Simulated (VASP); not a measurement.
# Cd (Fm-3m) in VASP: further runs, part 2 of 2

VASP 6.6.1. The steps go on from the part before.

### Step 3. Single point, HSE06

This run uses another cell than the first one, of 22.37 Å³/atom.

Input file POSCAR:

```
Cd
1.0
    0.0000000000      2.2362132368      2.2362132368
    2.2362132368      0.0000000000      2.2362132368
    2.2362132368      2.2362132368      0.0000000000
Cd
1
Direct
    0.0000000000      0.0000000000      0.0000000000
```

Input file INCAR.step1:

```
  PREC = Accurate
  ENCUT = 520
  EDIFF = 1E-5
  ISMEAR = 0
  SIGMA = 0.05
  LREAL = False
  LASPH = True
  NELM = 100
  ALGO = Normal
  ISIF = 2
  LWAVE = True
  GGA = PE
  NBANDS = 12
```

Input file INCAR.step2:

```
  PREC = Accurate
  ENCUT = 520
  EDIFF = 1E-7
  ISMEAR = 0
  SIGMA = 0.05
  LREAL = False
  LASPH = True
  NELM = 100
  ALGO = Normal
  ISIF = 2
  LWAVE = False
  LCHARG = True
  GGA = PE
  LHFCALC = True
  HFSCREEN = 0.2079
  PRECFOCK = Normal
  LELF = True
  LVHAR = True
  ISTART = 1
  NBANDS = 12
```

Input file KPOINTS:

```
regular mesh
0
Gamma
  8 8 8
```

Potentials or basis: VASP PAW PBE potentials, release 64 (Cd).

Started as:

```bash
cat potpaw_PBE.64/Cd/POTCAR > POTCAR
cp INCAR.step1 INCAR
mpirun -np 1 vasp_std > vasp.out
cp INCAR.step2 INCAR
mpirun -np 1 vasp_std > vasp.out
```

OUTCAR:

```text
PREC = Accurate
   ENCUT = 520
   EDIFF = 1E-7
   ISMEAR = 0
   LREAL = False
   LASPH = True
   NELM = 100
   ISIF = 2
   GGA = PE
   LHFCALC = True
   HFSCREEN = 0.2079
   PRECFOCK = Normal
   ISTART = 1

 ion  position               nearest neighbor table
   1  0.000  0.000  0.000-

  LATTYP: Found a face centered cubic cell.
 ALAT       =     4.4724264736

  Lattice vectors:

 A1 = (   0.0000000000,   2.2362132368,   2.2362132368)
 A2 = (   2.2362132368,   0.0000000000,   2.2362132368)
 A3 = (   2.2362132368,   2.2362132368,   0.0000000000)

Analysis of symmetry for initial positions (statically):
=====================================================================
 Subroutine PRICEL returns:
 Original cell was already a primitive cell.

 Routine SETGRP: Setting up the symmetry group for a
 face centered cubic supercell.

 Subroutine GETGRP returns: Found 48 space group operations
 (whereof 48 operations were pure point group operations)
 out of a pool of 48 trial point group operations.

The static configuration has the point symmetry O_h .

Analysis of symmetry for dynamics (positions and initial velocities):
=====================================================================
 Subroutine PRICEL returns:
 Original cell was already a primitive cell.

 Routine SETGRP: Setting up the symmetry group for a
 face centered cubic supercell.

 Subroutine GETGRP returns: Found 48 space group operations
 (whereof 48 operations were pure point group operations)
 out of a pool of 48 trial point group operations.

The dynamic configuration has the point symmetry O_h .

 Subroutine INISYM returns: Found 48 space group operations
 (whereof 48 operations are pure point group operations),
 and found     1 'primitive' translations

----------------------------------------------------------------------------------------

                                     Primitive cell

  volume of cell :      22.3650

  direct lattice vectors                    reciprocal lattice vectors
     0.000000000  2.236213237  2.236213237    -0.223592273  0.223592273  0.223592273
     2.236213237  0.000000000  2.236213237     0.223592273 -0.223592273  0.223592273
     2.236213237  2.236213237  0.000000000     0.223592273  0.223592273 -0.223592273

  length of vectors
     3.162483088  3.162483088  3.162483088     0.387273177  0.387273177  0.387273177

  position of ions in fractional coordinates (direct lattice)
     0.000000000  0.000000000  0.000000000

  ion indices of the primitive-cell ions
   primitive index   ion index
                 1           1

----------------------------------------------------------------------------------------

 KPOINTS: regular mesh

Automatic generation of k-mesh.
 Grid dimensions read from file:
 generate k-points for:    8    8    8

 Generating k-lattice:

  Cartesian coordinates                     Fractional coordinates (reciprocal lattice)
    -0.027949034  0.027949034  0.027949034     0.125000000  0.000000000  0.000000000
[... 39 lines left out ...]
 -0.375000  0.250000  0.125000     24.000000
 [... further k-points ...]
   k-points           NKPTS =     29   k-points in BZ     NKDIM =    512   number of bands    NBANDS=     12
   number of dos      NEDOS =    301   number of ions     NIONS =      1
   total plane-waves  NPLWV =  13824
   dimension x,y,z NGX =    24 NGY =   24 NGZ =   24
   dimension x,y,z NGXF=    48 NGYF=   48 NGZF=   48
   ions per type =               1
   NGX,Y,Z   is equivalent  to a cutoff of  12.62, 12.62, 12.62 a.u.
   NGXF,Y,Z  is equivalent  to a cutoff of  25.23, 25.23, 25.23 a.u.
 SYSTEM =  unknown system
   PREC   = accura    normal or accurate (medium, high low for compatibility)
   ISTART =      1    job   : 0-new  1-cont  2-samecut
   ICHARG =      0    charge: 1-file 2-atom 10-const
   ISPIN  =      1    spin polarized calculation?
   LNONCOLLINEAR =      F non collinear calculations
   LSORBIT =      F    spin-orbit coupling
   LASPH  =      T    aspherical Exc in radial PAW
   ENCUT  =  520.0 eV  38.22 Ry    6.18 a.u.   5.88  5.88  5.88*2*pi/ulx,y,z
   NELM   =    100;   NELMIN=  2; NELMDL=  0     # of ELM steps
   EDIFF  = 0.1E-06   stopping-criterion for ELM
   LREAL  =      F    real-space projection
   EDIFFG = 0.1E-05   stopping-criterion for IOM
   NSW    =      0    number of steps for IOM
   IBRION =     -1    ionic relax: 0-MD 1-quasi-New 2-CG
   NFREE  =      0    steps in history (QN), initial steepest desc. (CG)
   ISIF   =      2    stress and relaxation
   ISYM   =      3    0-nonsym 1-usesym 2-fastsym
   POTIM  = 0.5000    time-step for ionic-motion
   TEBEG  =    0.0;   TEEND  =   0.0 temperature during run
   PSTRESS=    0.0 pullay stress
   NELECT =      12.0000    total number of electrons
   NUPDOWN=      -1.0000    fix difference up-down
   EMIN   =  10.00;   EMAX   =-10.00  energy-range for DOS
   EFERMI =   0.00;   METHOD = LEGACY
   ISMEAR =     0;   SIGMA  =   0.05  broadening in eV -4-tet -1-fermi 0-gaus
   EFERMI_NEDOS =   21; number of points for ismear=-14 and -15
   IALGO  =     38    algorithm
   IMIX   =      1    mixing-type and parameters
     AMIX     =   0.40;   BMIX     =  1.00
     AMIX_MAG =   1.60;   BMIX_MAG =  1.00
  volume/ion in A,a.u.               =      22.37       150.93
  Fermi-wavevector in a.u.,A,eV,Ry     =   1.330287  2.513878 24.077736  1.769664
  Thomas-Fermi vector in A             =   2.459385
   LORBIT       =      0    0 simple, 1 ext, 2 COOP (PROOUT), +10 PAW based schemes
   GGA     = PE    functional components
   LHFCALC =     T    Hartree Fock is set to
   PRECFOCK=normal    Normal, Fast or Accurate (Low or Medium for compatibility)
   ENCUT4O =  -1.0   cutoff for four orbital integrals eV
   NKREDX  =     1    reduce k-point grid by
   NKREDY  =     1    reduce k-point grid by
   NKREDZ  =     1    reduce k-point grid by
   AEXX    =    0.2500 exact exchange contribution
   HFSCREEN=    0.2079 screening length (either q_TF or 0.3 A-1)
   HFSCREENC=   0.2079 screening length for correlation (either q_TF or 0.3 A-1)
   ENCUTFOCK=  -1.0 apply spherical cutoff to Coloumb kernel
   IVDW    =     0    specifies the selected vdW correction
   LEPSILON=     F    determine dielectric tensor
   LRPA    =     F    only Hartree local field effects (RPA)
 non-spin polarized calculation
 Gauss-broadening in eV      SIGMA  =   0.05
  energy-cutoff  :      520.00
  volume of cell :       22.37
 maximum number of plane-waves:       620
  NGX = 18; NGY = 18; NGZ = 18

 number of electron      11.9999996 magnetization

 Free energy of the ion-electron system (eV)
  ---------------------------------------------------
  ext. energy  EPLUGINS =         0.00000000
  ---------------------------------------------------
  free energy    TOTEN  =        -0.88296730 eV

  energy without entropy =       -0.88245896  energy(sigma->0) =       -0.88271313

 E-fermi :   2.3324     XC(G=0):  -8.9318

 val. band max:        2.1755648568   @ k =  -0.3750   0.3750   0.1250
 cond. band min:       2.3813410339   @ k =   0.5000   0.1250   0.0000
 fundamental gap:      0.2057761771
 Fermi energy:         2.3324469083

 k-point     1 :       0.0000    0.0000    0.0000
  band No.  band energies     occupation
      1      -8.1862      2.00000
      2      -8.1862      2.00000
      3      -8.1862      2.00000
      4      -7.7423      2.00000
      5      -7.7423      2.00000
      6      -7.1310      2.00000
      7      17.1658      0.00000
      8      18.3604      0.00000
      9      18.3604      0.00000
     10      18.3604      0.00000
     11      21.6128      0.00000
     12      21.6128      0.00000
[... 331 lines left out ...]
 k-point    24 :      -0.3750    0.2500    0.1250
  band No.  band energies     occupation
      1      -8.3771      2.00000
      2      -8.2977      2.00000
      3      -7.8743      2.00000
      4      -7.7848      2.00000
      5      -7.3935      2.00000
      6       1.6831      2.00000
      7       1.9821      2.00000
      8      10.4768      0.00000
      9      11.1389      0.00000
     10      17.5200      0.00000
     11      20.6498      0.00000
     12      25.7133      0.00000

 [... further k-points ...]
[... 5 lines left out ...]
  --------------------------------------------------------------------------------------
  -------------------------------------------------------------------------------------
  Total        0.0348956      0.0348956      0.0348956     -0.0000000      0.0000000      0.0000000
  in kB        2.4998378      2.4998378      2.4998378     -0.0000000      0.0000000      0.0000000
  external PRESSURE =       2.4998378 kB  Pullay stress =       0.0000000 kB

 VOLUME and BASIS-vectors are now :
 -----------------------------------------------------------------------------
  energy-cutoff  :      520.00
  volume of cell :       22.37
      direct lattice vectors                 reciprocal lattice vectors
     0.000000000  2.236213237  2.236213237    -0.223592273  0.223592273  0.223592273
     2.236213237  0.000000000  2.236213237     0.223592273 -0.223592273  0.223592273
     2.236213237  2.236213237  0.000000000     0.223592273  0.223592273 -0.223592273

 POSITION                                       TOTAL-FORCE (eV/Angst)
 -----------------------------------------------------------------------------------
      0.00000      0.00000      0.00000         0.000000      0.000000     -0.000000
 -----------------------------------------------------------------------------------
    total drift:                                0.000003      0.000004      0.000004

  FREE ENERGIE OF THE ION-ELECTRON SYSTEM (eV)
  ---------------------------------------------------
  free  energy   TOTEN  =        -0.8829673042 eV

  energy  without entropy=       -0.8824589572  energy(sigma->0) =       -0.88271313
```

OUTCAR.step1:

```text
PREC = Accurate
   ENCUT = 520
   EDIFF = 1E-5
   ISMEAR = 0
   LREAL = False
   LASPH = True
[... 576 lines left out ...]
 POSITION                                       TOTAL-FORCE (eV/Angst)
 -----------------------------------------------------------------------------------
      0.00000      0.00000      0.00000        -0.000000      0.000000     -0.000000
 -----------------------------------------------------------------------------------
    total drift:                               -0.000000     -0.000000     -0.000000

  FREE ENERGIE OF THE ION-ELECTRON SYSTEM (eV)
  ---------------------------------------------------
  free  energy   TOTEN  =        -0.7335229006 eV

  energy  without entropy=       -0.7329373636  energy(sigma->0) =       -0.73323013
```

It took 30 min on 1 thread of AMD EPYC 9R45 (Zen 5), shared host; peak memory 0.23 GiB.

Results:

```
Free energy            : -0.8830 eV
Pressure               : 0.2 GPa
Band gap on the k mesh : zero (bands 6 and 7 overlap by 3.67 eV)
```

Levels at points of the mesh, in eV from the Fermi level:
```
           k point  band 4  band 5  band 6  band 7  band 8  band 9
(0.00, 0.00, 0.00)  -10.07  -10.07   -9.46   14.83   16.03   16.03
(0.50, 0.00, 0.00)   -9.70   -9.70   -2.26   -1.15   13.62   13.62
(0.50, 0.50, 0.00)   -9.60   -9.60   -0.59    1.89    7.67    7.67
```

Caveat: the PAW data sets were made with another functional, which shifts forces and pressure a little.

### Step 4. Single point, PBE (22.83 Å³/atom)

This run uses another cell than the first one, of 22.83 Å³/atom.

Input file INCAR:

```
PREC = Accurate
ENCUT = 520
EDIFF = 1E-6
ISMEAR = 0
SIGMA = 0.05
LREAL = F
LASPH = T
NELM = 100
ALGO = Normal
ISIF = 2
LWAVE = F
LCHARG = F
GGA = PE
NBANDS = 12
```

KPOINTS is that of step 3.

Input file POSCAR:

```
Cd
1.0
    0.0000000000      2.2514759271      2.2514759271
    2.2514759271      0.0000000000      2.2514759271
    2.2514759271      2.2514759271      0.0000000000
Cd
1
Direct
    0.0000000000      0.0000000000      0.0000000000
```

Started as:

```bash
cat potpaw_PBE.64/Cd/POTCAR > POTCAR
mpirun -np 1 vasp_std > vasp.out
```

Run time: 3.6 s. Hardware: 1 thread of AMD EPYC 9R45 (Zen 5), shared host; peak memory 0.11 GiB.

The run converged. Its results:

```yaml
Free_energy: -0.7357 eV
Pressure: 0.3 GPa
Band_gap_on_the_k_mesh: zero (bands 6 and 7 overlap by 3.25 eV)
```

Levels at points of the mesh, in eV from the Fermi level:
| k point | band 3 | band 4 | band 5 | band 6 | band 7 | band 8 | band 9 | band 10 |
| --- | --- | --- | --- | --- | --- | --- | --- | --- |
| (0.00, 0.00, 0.00) | -8.70 | -8.29 | -8.29 | -8.14 | 14.05 | 14.83 | 14.83 | 14.83 |
| (0.50, 0.00, 0.00) | -8.70 | -7.95 | -7.95 | -1.83 | -1.07 | 12.46 | 12.46 | 13.17 |
| (0.50, 0.50, 0.00) | -7.97 | -7.87 | -7.87 | -0.37 | 1.54 | 6.96 | 6.96 | 11.05 |

### Step 5. Summary

```csv
level,cell,grid for exact exchange (PRECFOCK),share of exact exchange,screening parameter,gap on the mesh (eV),pressure (GPa)
PBE,"a = 3.127 Å, angles 60.0°, 1 atom",-,-,-,none,3.2
HSE06,"a = 3.162 Å, angles 60.0°, 1 atom",Normal,0.25,0.2079 1/Å,none,0.2
PBE,"a = 3.184 Å, angles 60.0°, 1 atom",-,-,-,none,0.3
```

Alike in all rows: task single point; potentials or basis VASP PAW PBE potentials, release 64 (Cd); no spin polarisation; k mesh 8 × 8 × 8; cutoff (eV) 520; smearing gaussian 0.05 eV.

Caveats: the cell stands under pressure (at least some runs); the PAW data sets were made with another functional, which shifts forces and pressure a little (at least some runs).

Absolute energies hang on the potentials; compare differences alone.
